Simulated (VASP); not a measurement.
# Ge in VASP: a series of runs

The runs below take Ge through single point, with HSE06, PBE-based screened hybrid with 25 % exact exchange.

Program: VASP 6.6.1. These are calculated values, not measurements. Logs are shortened: lines on timing, memory, paths and dates and some standing lists are left out, and cuts for length are marked.

### 1 The cell of the first run

Symmetry: P6/mmm, No. 191, hexagonal system. Conventional cell: a = 2.849 Å, b = 2.849 Å, c = 2.735 Å, α = 90.00°, β = 90.00°, γ = 120.00°. Within 3.6 Å of Ge (site symmetry 6/mmm) lie 8 Ge at 2.74 to 2.85 Å.

This isn't the form of Ge at room conditions, which is diamond.

### 2 Single point, HSE06

POSCAR reads:

```
Ge
1.0
    1.4247058432     -2.4675382689      0.0000000000
    1.4247058432      2.4675382689      0.0000000000
    0.0000000000      0.0000000000      2.7350281300
Ge
1
Direct
    0.5000000000      0.5000000000      0.0000000000
```

INCAR.step1 reads:

```
  PREC = Accurate
  ENCUT = 520
  EDIFF = 1E-5
  ISMEAR = -1
  SIGMA = 0.05
  LREAL = F
  LASPH = T
  NELM = 60
  ALGO = Normal
  ISIF = 2
  LWAVE = T
  LCHARG = F
  NBANDS = 13
  GGA = PE
```

INCAR.step2 reads:

```
  PREC = Accurate
  ENCUT = 520
  EDIFF = 1E-6
  ISMEAR = -1
  SIGMA = 0.05
  LREAL = F
  LASPH = T
  NELM = 60
  ALGO = Normal
  ISIF = 2
  LWAVE = F
  LCHARG = F
  GGA = PE
  LHFCALC = T
  HFSCREEN = 0.2079
  PRECFOCK = Normal
  NBANDS = 13
  ISTART = 1
```

KPOINTS reads:

```
regular mesh
0
Gamma
  6 6 5
```

Potentials or basis: VASP PAW PBE potentials, release 64 (Ge_d).

On the command line:

```sh
$ cat potpaw_PBE.64/Ge_d/POTCAR > POTCAR
$ cp INCAR.step1 INCAR
$ mpirun -np 1 vasp_std > vasp.out
$ cp INCAR.step2 INCAR
$ mpirun -np 1 vasp_std > vasp.out
```

OUTCAR:

```text
PREC = Accurate
   ENCUT = 520
   EDIFF = 1E-6
   ISMEAR = -1
   LREAL = F
   LASPH = T
   NELM = 60
   ISIF = 2
   GGA = PE
   LHFCALC = T
   HFSCREEN = 0.2079
   PRECFOCK = Normal
   ISTART = 1

 ion  position               nearest neighbor table
   1  0.500  0.500  0.000-

  LATTYP: Found a base centered orthorhombic cell.
 ALAT       =     2.8494116864
 B/A-ratio  =     1.7319633247
 C/A-ratio  =     0.9598571323

  Lattice vectors:

 A1 = (   1.4247058432,  -2.4675382689,   0.0000000000)
 A2 = (   1.4247058432,   2.4675382689,   0.0000000000)
 A3 = (   0.0000000000,   0.0000000000,   2.7350281300)

Analysis of symmetry for initial positions (statically):
=====================================================================
 Subroutine PRICEL returns:
 Original cell was already a primitive cell.

 Routine SETGRP: Setting up the symmetry group for a
 base centered orthorhombic supercell.

 Subroutine GETGRP returns: Found  8 space group operations
 (whereof  8 operations were pure point group operations)
 out of a pool of  8 trial point group operations.

The static configuration has the point symmetry D_2h.

Analysis of symmetry for dynamics (positions and initial velocities):
=====================================================================
 Subroutine PRICEL returns:
 Original cell was already a primitive cell.

 Routine SETGRP: Setting up the symmetry group for a
 base centered orthorhombic supercell.

 Subroutine GETGRP returns: Found  8 space group operations
 (whereof  8 operations were pure point group operations)
 out of a pool of  8 trial point group operations.

The dynamic configuration has the point symmetry D_2h.

 Subroutine INISYM returns: Found  8 space group operations
 (whereof  8 operations are pure point group operations),
 and found     1 'primitive' translations

----------------------------------------------------------------------------------------

                                     Primitive cell

  volume of cell :      19.2301

  direct lattice vectors                    reciprocal lattice vectors
     1.424705843 -2.467538269  0.000000000     0.350949638 -0.202631103  0.000000000
     1.424705843  2.467538269  0.000000000     0.350949638  0.202631103  0.000000000
     0.000000000  0.000000000  2.735028130     0.000000000  0.000000000  0.365626952

  length of vectors
     2.849303748  2.849303748  2.735028130     0.405246853  0.405246853  0.365626952

  position of ions in fractional coordinates (direct lattice)
     0.500000000  0.500000000  0.000000000

  ion indices of the primitive-cell ions
   primitive index   ion index
                 1           1

----------------------------------------------------------------------------------------

 KPOINTS: regular mesh

Automatic generation of k-mesh.
 Grid dimensions read from file:
 generate k-points for:    6    6    5

 Generating k-lattice:

  Cartesian coordinates                     Fractional coordinates (reciprocal lattice)
     0.058491606 -0.033771850  0.000000000     0.166666667  0.000000000  0.000000000
     0.058491606  0.033771850  0.000000000     0.000000000  0.166666667  0.000000000
     0.000000000  0.000000000  0.073125390     0.000000000  0.000000000  0.200000000

  Length of vectors
     0.067541142  0.067541142  0.073125390

  Shift w.r.t. Gamma in fractional coordinates (k-lattice)
     0.000000000  0.000000000  0.000000000

 Subroutine IBZKPT returns following result:
 ===========================================

 Found     39 irreducible k-points:

 Following reciprocal coordinates:
            Coordinates               Weight
  0.000000  0.000000  0.000000      1.000000
  0.166667 -0.000000  0.000000      4.000000
  0.333333  0.000000  0.000000      4.000000
  0.500000  0.000000  0.000000      2.000000
  0.166667  0.166667  0.000000      2.000000
  0.333333  0.166667  0.000000      4.000000
[... 16 lines left out ...]
  0.333333  0.333333  0.200000      4.000000
  0.500000  0.333333  0.200000      8.000000
 [... further k-points ...]
   k-points           NKPTS =     39   k-points in BZ     NKDIM =    180   number of bands    NBANDS=     13
   number of dos      NEDOS =    301   number of ions     NIONS =      1
   total plane-waves  NPLWV =  11520
   dimension x,y,z NGX =    24 NGY =   24 NGZ =   20
   dimension x,y,z NGXF=    48 NGYF=   48 NGZF=   40
   ions per type =               1
   NGX,Y,Z   is equivalent  to a cutoff of  14.00, 14.00, 12.16 a.u.
   NGXF,Y,Z  is equivalent  to a cutoff of  28.01, 28.01, 24.31 a.u.
 SYSTEM =  unknown system
   PREC   = accura    normal or accurate (medium, high low for compatibility)
   ISTART =      1    job   : 0-new  1-cont  2-samecut
   ICHARG =      0    charge: 1-file 2-atom 10-const
   ISPIN  =      1    spin polarized calculation?
   LNONCOLLINEAR =      F non collinear calculations
   LSORBIT =      F    spin-orbit coupling
   LASPH  =      T    aspherical Exc in radial PAW
   ENCUT  =  520.0 eV  38.22 Ry    6.18 a.u.   5.30  5.30  5.09*2*pi/ulx,y,z
   NELM   =     60;   NELMIN=  2; NELMDL=  0     # of ELM steps
   EDIFF  = 0.1E-05   stopping-criterion for ELM
   LREAL  =      F    real-space projection
   EDIFFG = 0.1E-04   stopping-criterion for IOM
   NSW    =      0    number of steps for IOM
   IBRION =     -1    ionic relax: 0-MD 1-quasi-New 2-CG
   NFREE  =      0    steps in history (QN), initial steepest desc. (CG)
   ISIF   =      2    stress and relaxation
   ISYM   =      3    0-nonsym 1-usesym 2-fastsym
   POTIM  = 0.5000    time-step for ionic-motion
   TEBEG  =    0.0;   TEEND  =   0.0 temperature during run
   PSTRESS=    0.0 pullay stress
   NELECT =      14.0000    total number of electrons
   NUPDOWN=      -1.0000    fix difference up-down
   EMIN   =  10.00;   EMAX   =-10.00  energy-range for DOS
   EFERMI =   0.00;   METHOD = LEGACY
   ISMEAR =    -1;   SIGMA  =   0.05  broadening in eV -4-tet -1-fermi 0-gaus
   EFERMI_NEDOS =   21; number of points for ismear=-14 and -15
   IALGO  =     38    algorithm
   IMIX   =      1    mixing-type and parameters
     AMIX     =   0.40;   BMIX     =  1.00
     AMIX_MAG =   1.60;   BMIX_MAG =  1.00
  volume/ion in A,a.u.               =      19.23       129.77
  Fermi-wavevector in a.u.,A,eV,Ry     =   1.472733  2.783061 29.510235  2.168941
  Thomas-Fermi vector in A             =   2.587711
   LORBIT       =      0    0 simple, 1 ext, 2 COOP (PROOUT), +10 PAW based schemes
   GGA     = PE    functional components
   LHFCALC =     T    Hartree Fock is set to
   PRECFOCK=normal    Normal, Fast or Accurate (Low or Medium for compatibility)
   ENCUT4O =  -1.0   cutoff for four orbital integrals eV
   NKREDX  =     1    reduce k-point grid by
   NKREDY  =     1    reduce k-point grid by
   NKREDZ  =     1    reduce k-point grid by
   AEXX    =    0.2500 exact exchange contribution
   HFSCREEN=    0.2079 screening length (either q_TF or 0.3 A-1)
   HFSCREENC=   0.2079 screening length for correlation (either q_TF or 0.3 A-1)
   ENCUTFOCK=  -1.0 apply spherical cutoff to Coloumb kernel
   IVDW    =     0    specifies the selected vdW correction
   LEPSILON=     F    determine dielectric tensor
   LRPA    =     F    only Hartree local field effects (RPA)
 non-spin polarized calculation
  energy-cutoff  :      520.00
  volume of cell :       19.23
 maximum number of plane-waves:       527
 NGX is ok and might be reduce to    24
  NGX = 16; NGY = 16; NGZ = 16

 number of electron      14.0000012 magnetization

 Free energy of the ion-electron system (eV)
  ---------------------------------------------------
  ext. energy  EPLUGINS =         0.00000000
  ---------------------------------------------------
  free energy    TOTEN  =        -5.00646053 eV

  energy without entropy =       -5.00408406  energy(sigma->0) =       -5.00527229

 E-fermi :   6.1865     XC(G=0):  -9.1650

 val. band max:        6.0277671813   @ k =   0.5000   0.3333   0.4000
 cond. band min:       7.0984137087   @ k =   0.3333   0.3333   0.4000
 fundamental gap:      1.0706465274
 Fermi energy:         6.1865407584

 k-point     1 :       0.0000    0.0000    0.0000
  band No.  band energies     occupation
      1     -21.7596      2.00000
      2     -21.6992      2.00000
      3     -21.6991      2.00000
      4     -21.5464      2.00000
      5     -21.5464      2.00000
      6      -8.2540      2.00000
      7      13.1910      0.00000
      8      15.9776      0.00000
      9      15.9786      0.00000
     10      16.7837      0.00000
     11      21.6403      0.00000
     12      21.6418      0.00000
     13      22.3999      0.00000

 k-point     2 :       0.1667   -0.0000    0.0000
  band No.  band energies     occupation
      1     -21.7459      2.00000
      2     -21.7020      2.00000
      3     -21.6671      2.00000
      4     -21.5604      2.00000
      5     -21.5497      2.00000
      6      -7.5047      2.00000
      7      10.8969      0.00000
      8      13.8770      0.00000
      9      14.1587      0.00000
     10      17.3461      0.00000
     11      18.7669      0.00000
     12      24.7458      0.00000
     13      25.6628      0.00000

 k-point     3 :       0.3333    0.0000    0.0000
  band No.  band energies     occupation
      1     -21.7525      2.00000
      2     -21.6752      2.00000
      3     -21.6025      2.00000
      4     -21.5884      2.00000
      5     -21.5562      2.00000
      6      -5.2684      2.00000
      7       4.4630      2.00000
      8      12.1287      0.00000
      9      15.7554      0.00000
     10      15.9506      0.00000
     11      20.0886      0.00000
     12      26.3300      0.00000
     13      27.3560      0.00000
[... 305 lines left out ...]
 k-point    23 :       0.3333    0.3333    0.2000
  band No.  band energies     occupation
      1     -21.6423      2.00000
      2     -21.6423      2.00000
      3     -21.6136      2.00000
      4     -21.6105      2.00000
      5     -21.6105      2.00000
      6      -0.3046      2.00000
      7       3.4333      2.00000
      8       3.4333      2.00000
      9      13.0913      0.00000
     10      18.1340      0.00000
     11      18.1341      0.00000
     12      28.4625      0.00000
     13      28.4642      0.00000

 k-point    24 :       0.5000    0.3333    0.2000
  band No.  band energies     occupation
      1     -21.7105      2.00000
      2     -21.6233      2.00000
      3     -21.6214      2.00000
      4     -21.5895      2.00000
      5     -21.5851      2.00000
      6      -2.3114      2.00000
      7       3.0499      2.00000
      8       7.9758      0.00000
      9      11.7431      0.00000
     10      17.5720      0.00000
     11      21.1021      0.00000
     12      22.6003      0.00000
     13      28.8585      0.00000

 [... further k-points ...]
[... 5 lines left out ...]
  --------------------------------------------------------------------------------------
  -------------------------------------------------------------------------------------
  Total        0.0302824      0.0312547      0.0244423      0.0000000      0.0000000      0.0000000
  in kB        2.5230145      2.6040256      2.0364375      0.0000000      0.0000000      0.0000000
  external PRESSURE =       2.3878258 kB  Pullay stress =       0.0000000 kB

 VOLUME and BASIS-vectors are now :
 -----------------------------------------------------------------------------
  energy-cutoff  :      520.00
  volume of cell :       19.23
      direct lattice vectors                 reciprocal lattice vectors
     1.424705843 -2.467538269  0.000000000     0.350949638 -0.202631103  0.000000000
     1.424705843  2.467538269  0.000000000     0.350949638  0.202631103  0.000000000
     0.000000000  0.000000000  2.735028130     0.000000000  0.000000000  0.365626952

 POSITION                                       TOTAL-FORCE (eV/Angst)
 -----------------------------------------------------------------------------------
      1.42471      0.00000      0.00000        -0.000000      0.000000      0.000000
 -----------------------------------------------------------------------------------
    total drift:                               -0.000000      0.000000      0.000000

  FREE ENERGIE OF THE ION-ELECTRON SYSTEM (eV)
  ---------------------------------------------------
  free  energy   TOTEN  =        -5.0064605307 eV

  energy  without entropy=       -5.0040840560  energy(sigma->0) =       -5.00527229
```

Wall time 9.8 min (1 thread of Intel Xeon Platinum 8488C (Sapphire Rapids), shared host); peak memory 0.24 GiB.

Results:

```yaml
Free_energy: -5.0065 eV
Pressure: 0.2 GPa
Band_gap_on_the_k_mesh: zero (bands 7 and 8 overlap by 10.53 eV)
```

Caveat: the k points lie up to 0.46 Å⁻¹ apart, too coarse for converged energies and pressures of a metal; the PAW data sets were made with another functional, which shifts forces and pressure a little.

### 3 Single point, PBE-based screened hybrid with 25 % exact exchange

This run uses another cell than the first one, of 19.32 Å³/atom.

POSCAR reads:

```
Ge
1.0
    1.4270962496     -2.4709494205      0.0000000000
    1.4270962496      2.4709494205      0.0000000000
    0.0000000000      0.0000000000      2.7397988754
Ge
1
Direct
    0.5000000000      0.5000000000      0.0000000000
```

INCAR.step1 reads:

```
PREC = Accurate
ENCUT = 520
EDIFF = 1E-5
ISMEAR = -1
SIGMA = 0.05
LREAL = F
LASPH = T
NELM = 80
ALGO = Normal
ISIF = 2
LWAVE = T
LCHARG = F
NBANDS = 13
GGA = PE
```

INCAR.step2 reads:

```
PREC = Accurate
ENCUT = 520
EDIFF = 1E-6
ISMEAR = -1
SIGMA = 0.05
LREAL = F
LASPH = T
NELM = 80
ALGO = Normal
ISIF = 2
LWAVE = F
LCHARG = F
GGA = PE
LHFCALC = T
AEXX = 0.25
HFSCREEN = 0.3
PRECFOCK = Normal
NBANDS = 13
ISTART = 1
```

KPOINTS reads:

```
Automatic mesh
0
Gamma
  6 6 5
```

Potentials or basis: VASP PAW PBE potentials, release 64 (Ge_d).

On the command line:

```sh
$ cat potpaw_PBE.64/Ge_d/POTCAR > POTCAR
$ cp INCAR.step1 INCAR
$ mpirun -np 1 vasp_std > vasp.out
$ cp INCAR.step2 INCAR
$ mpirun -np 1 vasp_std > vasp.out
```

It took 12 min on 1 thread of Intel Xeon Platinum 8488C (Sapphire Rapids), shared host; peak memory 0.24 GiB.

It converged, with:

```yaml
Free_energy: -4.8545 eV
Pressure: 0.2 GPa
Band_gap_on_the_k_mesh: zero (bands 7 and 8 overlap by 10.24 eV)
```

Levels at points of the mesh, in eV from the Fermi level:
```
           k point  band 3  band 4  band 5  band 6  band 7  band 8  band 9  band 10  band 11  band 12
(0.00, 0.00, 0.00)  -27.73  -27.58  -27.58  -14.22    6.79    9.55    9.56    10.40    15.24    15.25
(0.50, 0.00, 0.00)  -27.63  -27.60  -27.59   -8.53   -5.86    5.02    8.97    10.94    16.72    16.93
(0.50, 0.50, 0.00)  -27.63  -27.60  -27.59   -8.53   -5.86    5.01    8.96    10.94    16.72    16.93
```

Caveat: the k points lie up to 0.46 Å⁻¹ apart, too coarse for converged energies and pressures of a metal; the PAW data sets were made with another functional, which shifts forces and pressure a little.
